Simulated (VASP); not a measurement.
WF, 2 atoms in the cell. It takes space group R3m (No. 160, trigonal). Conventional cell: a = 2.732 Å, b = 2.732 Å, c = 15.209 Å, α = 90.00°, β = 90.00°, γ = 120.00°. Within 2.5 Å of W (site symmetry 3m) lie 1 F at 1.87 Å. Within 2.5 Å of F (site symmetry 3m) lie 1 W at 1.87 Å. 

| Quantity | Value |
| --- | --- |
| Program | VASP 6.6.1 |
| Task | single point |
| Functional | PBE |
| Potentials or basis | VASP PAW PBE potentials, release 64 (W_sv, F) |
| Cutoff | 520 eV |
| k mesh | 11 × 11 × 11 |
| Occupations | fermi-dirac, width 0.05 eV |
| Spin | no spin polarisation |
| Hubbard terms | W d U = 5.0 eV |
| Dipole correction | no |
| k mesh for the DOS | 17 × 17 × 17 |
| Occupations for the DOS | tetrahedron |
| Further INCAR settings | ALGO = Normal; EDIFF = 1e-07; NBANDS = 18 |

Potentials or basis: VASP PAW PBE potentials, release 64 (W_sv, F).

Command:

```console
$ cat potpaw_PBE.64/W_sv/POTCAR potpaw_PBE.64/F/POTCAR > POTCAR
$ cp INCAR.step1 INCAR
$ cp KPOINTS.step1 KPOINTS
$ mpirun -np 1 vasp_std > vasp.out
$ cp INCAR.step2 INCAR
$ cp KPOINTS.step2 KPOINTS
$ mpirun -np 1 vasp_std > vasp.out
```

Hardware: 1 thread of Intel Xeon 8259CL, on a shared host.

Question: How long does it take, and how much memory?

Answer: Wall time 15 min on 1 thread of Intel Xeon 8259CL, on a shared host, peak memory 0.46 GiB. Counts: k points 489.
